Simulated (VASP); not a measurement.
# Hf (I4/mmm) in VASP: further runs

Runs on Hf. Level: PBEsol. Tasks: single point.

Program: VASP 6.6.1. These are calculated values, not measurements. Logs are shortened: lines on timing, memory, paths and dates and some standing lists are left out, and cuts for length are marked.

**1. The cell of the first run**

The structure is tetragonal, space group I4/mmm (No. 139). Conventional cell: a = 3.624 Å, b = 3.624 Å, c = 3.332 Å, α = 90.00°, β = 90.00°, γ = 90.00°. Hf (site symmetry 4/mmm) has 14 Hf at 3.06 to 3.62 Å within 4.0 Å.

**2. Single point, PBEsol**

INCAR

```
SYSTEM = Hf
PREC     = Accurate       ! precision mode
ENCUT    = 520            ! plane-wave cutoff, eV
EDIFF    = 1E-7           ! SCF threshold, eV
ISMEAR   = 0              ! smearing method
SIGMA    = 0.15           ! smearing width, eV
LREAL    = .FALSE.        ! projectors in reciprocal space
LASPH    = .TRUE.         ! aspherical terms in the spheres
NELM     = 100            ! most SCF steps
ALGO     = Fast           ! electronic algorithm
ISIF     = 2              ! what is computed and relaxed
LWAVE    = .FALSE.        ! write WAVECAR
LCHARG   = .TRUE.         ! write CHGCAR
GGA      = PS             ! functional
LELF     = .TRUE.         ! ELF
LVHAR    = .TRUE.       
NBANDS   = 11             ! bands
```

KPOINTS

```
regular mesh
0
G
  20 20 20
  0 0 0
```

POSCAR

```
Hf
1.0
    0.0000000000      2.5628027946      1.6658218165
    2.5628027946      0.0000000000      1.6658218165
    2.5628027946      2.5628027946      0.0000000000
Hf
1
Direct
    0.0000000000      0.0000000000      0.0000000000
```

Potentials or basis: VASP PAW PBE potentials, release 64 (Hf_pv).

Command:

```bash
cat potpaw_PBE.64/Hf_pv/POTCAR > POTCAR
mpirun -np 1 vasp_std > vasp.out
```

OUTCAR:

```text
SYSTEM = Hf
   PREC = Accurate
   ENCUT = 520
   EDIFF = 1E-7
   ISMEAR = 0
   LREAL = .FALSE.
   LASPH = .TRUE.
   NELM = 100
   ISIF = 2
   GGA = PS

 ion  position               nearest neighbor table
   1  0.000  0.000  0.000-

  LATTYP: Found a body centered tetragonal cell.
 ALAT       =     3.6243504698
 C/A-ratio  =     0.9192388155

  Lattice vectors:

 A1 = (   0.0000000000,  -2.5628027946,  -1.6658218165)
 A2 = (   0.0000000000,   2.5628027946,  -1.6658218165)
 A3 = (   2.5628027946,   0.0000000000,   1.6658218165)

Analysis of symmetry for initial positions (statically):
=====================================================================
 Subroutine PRICEL returns:
 Original cell was already a primitive cell.

 Routine SETGRP: Setting up the symmetry group for a
 body centered tetragonal supercell.

 Subroutine GETGRP returns: Found 16 space group operations
 (whereof 16 operations were pure point group operations)
 out of a pool of 16 trial point group operations.

The static configuration has the point symmetry D_4h.

Analysis of symmetry for dynamics (positions and initial velocities):
=====================================================================
 Subroutine PRICEL returns:
 Original cell was already a primitive cell.

 Routine SETGRP: Setting up the symmetry group for a
 body centered tetragonal supercell.

 Subroutine GETGRP returns: Found 16 space group operations
 (whereof 16 operations were pure point group operations)
 out of a pool of 16 trial point group operations.

The dynamic configuration has the point symmetry D_4h.

 Subroutine INISYM returns: Found 16 space group operations
 (whereof 16 operations are pure point group operations),
 and found     1 'primitive' translations

----------------------------------------------------------------------------------------

                                     Primitive cell

  volume of cell :      21.8821

  direct lattice vectors                    reciprocal lattice vectors
     0.000000000  2.562802795  1.665821817    -0.195098898  0.195098898  0.300152150
     2.562802795  0.000000000  1.665821817     0.195098898 -0.195098898  0.300152150
     2.562802795  2.562802795  0.000000000     0.195098898  0.195098898 -0.300152150

  length of vectors
     3.056619127  3.056619127  3.624350470     0.407698998  0.407698998  0.407698998

  position of ions in fractional coordinates (direct lattice)
     0.000000000  0.000000000  0.000000000

  ion indices of the primitive-cell ions
   primitive index   ion index
                 1           1

----------------------------------------------------------------------------------------

 KPOINTS: regular mesh

Automatic generation of k-mesh.
 Grid dimensions read from file:
 generate k-points for:   20   20   20

 Generating k-lattice:

  Cartesian coordinates                     Fractional coordinates (reciprocal lattice)
    -0.009754945  0.009754945  0.015007608     0.050000000  0.000000000  0.000000000
     0.009754945 -0.009754945  0.015007608     0.000000000  0.050000000  0.000000000
     0.009754945  0.009754945 -0.015007608     0.000000000  0.000000000  0.050000000

  Length of vectors
     0.020384950  0.020384950  0.020384950

  Shift w.r.t. Gamma in fractional coordinates (k-lattice)
     0.000000000  0.000000000  0.000000000

 Subroutine IBZKPT returns following result:
 ===========================================

 Found    641 irreducible k-points:

 Following reciprocal coordinates:
            Coordinates               Weight
  0.000000  0.000000  0.000000      1.000000
  0.050000  0.000000  0.000000      8.000000
  0.100000  0.000000  0.000000      8.000000
  0.150000  0.000000  0.000000      8.000000
  0.200000  0.000000  0.000000      8.000000
  0.250000  0.000000  0.000000      8.000000
[... 16 lines left out ...]
 -0.400000  0.050000  0.000000      8.000000
 -0.350000  0.050000  0.000000      8.000000
 [... further k-points ...]
   k-points           NKPTS =    641   k-points in BZ     NKDIM =    641   number of bands    NBANDS=     11
   number of dos      NEDOS =    301   number of ions     NIONS =      1
   total plane-waves  NPLWV =  16128
   dimension x,y,z NGX =    24 NGY =   24 NGZ =   28
   dimension x,y,z NGXF=    48 NGYF=   48 NGZF=   56
   ions per type =               1
   NGX,Y,Z   is equivalent  to a cutoff of  13.05, 13.05, 12.84 a.u.
   NGXF,Y,Z  is equivalent  to a cutoff of  26.11, 26.11, 25.69 a.u.
 SYSTEM =  Hf
   PREC   = accura    normal or accurate (medium, high low for compatibility)
   ISTART =      0    job   : 0-new  1-cont  2-samecut
   ICHARG =      2    charge: 1-file 2-atom 10-const
   ISPIN  =      1    spin polarized calculation?
   LNONCOLLINEAR =      F non collinear calculations
   LSORBIT =      F    spin-orbit coupling
   LASPH  =      T    aspherical Exc in radial PAW
   ENCUT  =  520.0 eV  38.22 Ry    6.18 a.u.   5.68  5.68  6.74*2*pi/ulx,y,z
   NELM   =    100;   NELMIN=  2; NELMDL= -5     # of ELM steps
   EDIFF  = 0.1E-06   stopping-criterion for ELM
   LREAL  =      F    real-space projection
   EDIFFG = 0.1E-05   stopping-criterion for IOM
   NSW    =      0    number of steps for IOM
   IBRION =     -1    ionic relax: 0-MD 1-quasi-New 2-CG
   NFREE  =      0    steps in history (QN), initial steepest desc. (CG)
   ISIF   =      2    stress and relaxation
   ISYM   =      2    0-nonsym 1-usesym 2-fastsym
   POTIM  = 0.5000    time-step for ionic-motion
   TEBEG  =    0.0;   TEEND  =   0.0 temperature during run
   PSTRESS=    0.0 pullay stress
   NELECT =      10.0000    total number of electrons
   NUPDOWN=      -1.0000    fix difference up-down
   EMIN   =  10.00;   EMAX   =-10.00  energy-range for DOS
   EFERMI =   0.00;   METHOD = LEGACY
   ISMEAR =     0;   SIGMA  =   0.15  broadening in eV -4-tet -1-fermi 0-gaus
   EFERMI_NEDOS =   21; number of points for ismear=-14 and -15
   IALGO  =     68    algorithm
   IMIX   =      4    mixing-type and parameters
     AMIX     =   0.40;   BMIX     =  1.00
     AMIX_MAG =   1.60;   BMIX_MAG =  1.00
  volume/ion in A,a.u.               =      21.88       147.67
  Fermi-wavevector in a.u.,A,eV,Ry     =   1.260991  2.382927 21.634588  1.590097
  Thomas-Fermi vector in A             =   2.394472
   LORBIT       =      0    0 simple, 1 ext, 2 COOP (PROOUT), +10 PAW based schemes
   GGA     = PS    functional components
   LHFCALC =     F    Hartree Fock is set to
   AEXX    =    0.0000 exact exchange contribution
   IVDW    =     0    specifies the selected vdW correction
   LEPSILON=     F    determine dielectric tensor
   LRPA    =     F    only Hartree local field effects (RPA)
 non-spin polarized calculation
 RMM-DIIS sequential band-by-band and
 Gauss-broadening in eV      SIGMA  =   0.15
  energy-cutoff  :      520.00
  volume of cell :       21.88
 maximum number of plane-waves:       604
   NGX = 11   NGY = 11   NGZ = 13

 number of electron      10.0000000 magnetization

 number of electron       9.9999999 magnetization

 Free energy of the ion-electron system (eV)
  ---------------------------------------------------
  ext. energy  EPLUGINS =         0.00000000
  ---------------------------------------------------
  free energy    TOTEN  =       -10.35421791 eV

  energy without entropy =      -10.33379214  energy(sigma->0) =      -10.34400502

 E-fermi :   4.5916     XC(G=0): -11.4920

 val. band max:        4.5871091978   @ k =  -0.4500   0.2500   0.1500
 cond. band min:       4.5923047022   @ k =  -0.4000   0.1000   0.3000
 fundamental gap:      0.0051955044
 Fermi energy:         4.5915703510

 k-point     1 :       0.0000    0.0000    0.0000
  band No.  band energies     occupation
      1     -25.1401      2.00000
      2     -25.1401      2.00000
      3     -25.1270      2.00000
      4      -2.5497      2.00000
      5       5.4818      0.00000
      6       6.4852      0.00000
      7       6.4852      0.00000
      8       8.1964      0.00000
      9       9.5830      0.00000
     10      17.5858      0.00000
     11      17.5858      0.00000

 k-point     2 :       0.0500    0.0000    0.0000
  band No.  band energies     occupation
      1     -25.1581      2.00000
      2     -25.1476      2.00000
      3     -25.1334      2.00000
      4      -2.4507      2.00000
      5       5.4990      0.00000
      6       6.4456      0.00000
      7       6.4833      0.00000
      8       8.1923      0.00000
      9       9.4799      0.00000
     10      17.7767      0.00000
     11      17.7934      0.00000

 k-point     3 :       0.1000    0.0000    0.0000
  band No.  band energies     occupation
      1     -25.2245      2.00000
      2     -25.1694      2.00000
      3     -25.1375      2.00000
      4      -2.1605      2.00000
      5       5.4745      0.00000
      6       6.2979      0.00000
      7       6.5698      0.00000
      8       8.2057      0.00000
      9       9.2554      0.00000
     10      18.2780      0.00000
     11      18.3298      0.00000

 k-point     4 :       0.1500    0.0000    0.0000
  band No.  band energies     occupation
      1     -25.3279      2.00000
      2     -25.2031      2.00000
      3     -25.1422      2.00000
      4      -1.6999      2.00000
      5       5.2953      0.00000
      6       6.0030      0.00000
      7       6.8962      0.00000
      8       8.2971      0.00000
      9       9.0553      0.00000
     10      18.6964      0.00000
     11      19.1957      0.00000

 k-point     5 :       0.2000    0.0000    0.0000
  band No.  band energies     occupation
      1     -25.4559      2.00000
      2     -25.2453      2.00000
      3     -25.1477      2.00000
      4      -1.1067      2.00000
      5       4.9993      0.00012
      6       5.6041      0.00000
      7       7.4654      0.00000
      8       8.5005      0.00000
      9       8.9503      0.00000
     10      17.8772      0.00000
     11      18.6227      0.00000
[... 211 lines left out ...]
 k-point    21 :       0.5000    0.0500    0.0000
  band No.  band energies     occupation
      1     -26.0134      2.00000
      2     -25.4478      2.00000
      3     -25.1881      2.00000
      4       1.2509      2.00000
      5       3.8132      2.00000
      6       5.7594      0.00000
      7       8.6274      0.00000
      8      10.5155      0.00000
      9      12.3308      0.00000
     10      15.0303      0.00000
     11      15.5527      0.00000

 k-point    22 :      -0.4500    0.0500    0.0000
  band No.  band energies     occupation
      1     -25.9896      2.00000
      2     -25.4414      2.00000
      3     -25.1848      2.00000
      4       1.2138      2.00000
      5       3.8645      2.00000
      6       5.5770      0.00000
      7       8.6962      0.00000
      8      10.2295      0.00000
      9      12.0099      0.00000
     10      15.1479      0.00000
     11      16.0763      0.00000

 k-point    23 :      -0.4000    0.0500    0.0000
  band No.  band energies     occupation
      1     -25.9280      2.00000
      2     -25.4214      2.00000
      3     -25.1801      2.00000
      4       1.0780      2.00000
      5       3.9958      2.00000
      6       5.1988      0.00000
      7       8.8371      0.00000
      8       9.8033      0.00000
      9      11.1807      0.00000
     10      15.4810      0.00000
     11      17.1089      0.00000

 k-point    24 :      -0.3500    0.0500    0.0000
  band No.  band energies     occupation
      1     -25.8335      2.00000
      2     -25.3895      2.00000
      3     -25.1743      2.00000
      4       0.7615      2.00000
      5       4.1996      1.99978
      6       4.9306      0.00139
      7       8.8598      0.00000
      8       9.4326      0.00000
      9      10.1802      0.00000
     10      16.0264      0.00000
     11      18.4393      0.00000

 [... further k-points ...]
[... 5 lines left out ...]
  --------------------------------------------------------------------------------------
  -------------------------------------------------------------------------------------
  Total       -0.2121393     -0.2121393     -0.7647172      0.0000000      0.0000000     -0.0000000
  in kB      -15.5325506    -15.5325506    -55.9915520      0.0000000      0.0000000     -0.0000000
  external PRESSURE =     -29.0188844 kB  Pullay stress =       0.0000000 kB

 VOLUME and BASIS-vectors are now :
 -----------------------------------------------------------------------------
  energy-cutoff  :      520.00
  volume of cell :       21.88
      direct lattice vectors                 reciprocal lattice vectors
     0.000000000  2.562802795  1.665821817    -0.195098898  0.195098898  0.300152150
     2.562802795  0.000000000  1.665821817     0.195098898 -0.195098898  0.300152150
     2.562802795  2.562802795  0.000000000     0.195098898  0.195098898 -0.300152150

 POSITION                                       TOTAL-FORCE (eV/Angst)
 -----------------------------------------------------------------------------------
      0.00000      0.00000      0.00000         0.000000     -0.000000      0.000000
 -----------------------------------------------------------------------------------
    total drift:                               -0.000000     -0.000000     -0.000000

  FREE ENERGIE OF THE ION-ELECTRON SYSTEM (eV)
  ---------------------------------------------------
  free  energy   TOTEN  =       -10.3542179073 eV

  energy  without entropy=      -10.3337921374  energy(sigma->0) =      -10.34400502
```

It took 1.7 min on 1 thread of AMD EPYC 9R45 (Zen 5), shared host; peak memory 0.24 GiB.

Results:

* Free energy: -10.3542 eV
* Pressure: -2.9 GPa
* Band gap on the k mesh: zero (bands 5 and 6 overlap by 2.05 eV)

Stress tensor (GPa, compression positive):
```
-1.55  0.00  0.00
 0.00 -1.55  0.00
 0.00  0.00 -5.60
```

Levels at points of the mesh, in eV from the Fermi level:
```csv
k point,band 2,band 3,band 4,band 5,band 6,band 7,band 8,band 9
"(0.00, 0.00, 0.00)",-29.73,-29.72,-7.14,0.89,1.89,1.89,3.60,4.99
"(0.50, 0.00, 0.00)",-30.03,-29.77,-3.43,-0.87,1.36,4.25,5.86,7.76
"(0.50, 0.50, 0.00)",-30.39,-30.24,-2.80,-2.59,6.73,6.73,6.84,6.84
"(0.50, 0.00, 0.50)",-29.96,-29.70,-3.56,0.15,0.81,3.34,4.79,7.63
```

Caveat: the PAW data sets were made with another functional, which shifts forces and pressure a little; spin-orbit coupling is left out, which moves the levels of the heavy elements.

**3. Single point, PBEsol**

This run uses another cell than the first one, of the same volume but with other edges.

INCAR

```
ALGO     = Fast           # electronic algorithm
EDIFF    = 1E-7           # SCF threshold, eV
ENCUT    = 520            # plane-wave cutoff, eV
GGA      = PS             # functional
ISIF     = 2              # what is computed and relaxed
ISMEAR   = 0              # smearing method
LASPH    = T              # aspherical terms in the spheres
LCHARG   = F              # write CHGCAR
LREAL    = F              # projectors in reciprocal space
LWAVE    = F              # write WAVECAR
NBANDS   = 11             # bands
NELM     = 100            # most SCF steps
PREC     = Accurate       # precision mode
SIGMA    = 0.15           # smearing width, eV
```

KPOINTS

```
k-points
0
Gamma
  20 20 20
```

POSCAR

```
Hf
1.0
    0.0000000000      1.9393486317      2.9090229476
    1.9393486317      0.0000000000      2.9090229476
    1.9393486317      1.9393486317      0.0000000000
Hf
1
Direct
    0.0000000000      0.0000000000      0.0000000000
```

Potentials or basis: VASP PAW PBE potentials, release 64 (Hf_pv).

Command:

```bash
cat potpaw_PBE.64/Hf_pv/POTCAR > POTCAR
mpirun -np 1 vasp_std > vasp.out
```

Run time: 1.8 min. Hardware: 1 thread of AMD EPYC 9R45 (Zen 5), shared host; peak memory 0.24 GiB.

The run converged. Its results:

| Quantity | Value |
| --- | --- |
| Free energy | -10.0286 eV |
| Pressure | -1.0 GPa |
| Band gap on the k mesh | zero (bands 5 and 6 overlap by 2.12 eV) |

Stress tensor (GPa, compression positive):
```
  7.83   0.00   0.00
  0.00   7.83   0.00
  0.00   0.00 -18.79
```

Levels at points of the mesh, in eV from the Fermi level:
```csv
k point,band 3,band 4,band 5,band 6,band 7,band 8
"(0.00, 0.00, 0.00)",-29.35,-6.84,-0.97,0.15,4.35,4.35
"(0.50, 0.00, 0.00)",-29.24,-3.06,-0.54,1.48,3.74,5.48
"(0.50, 0.50, 0.00)",-29.40,-3.97,-1.73,-0.27,6.97,6.97
"(0.50, 0.00, 0.50)",-29.70,-3.22,-1.21,3.52,4.63,5.64
```

Caveat: the stress differs along the axes, from -19 to 8 GPa; the PAW data sets were made with another functional, which shifts forces and pressure a little; spin-orbit coupling is left out, which moves the levels of the heavy elements.

[end of part 1 of 2]
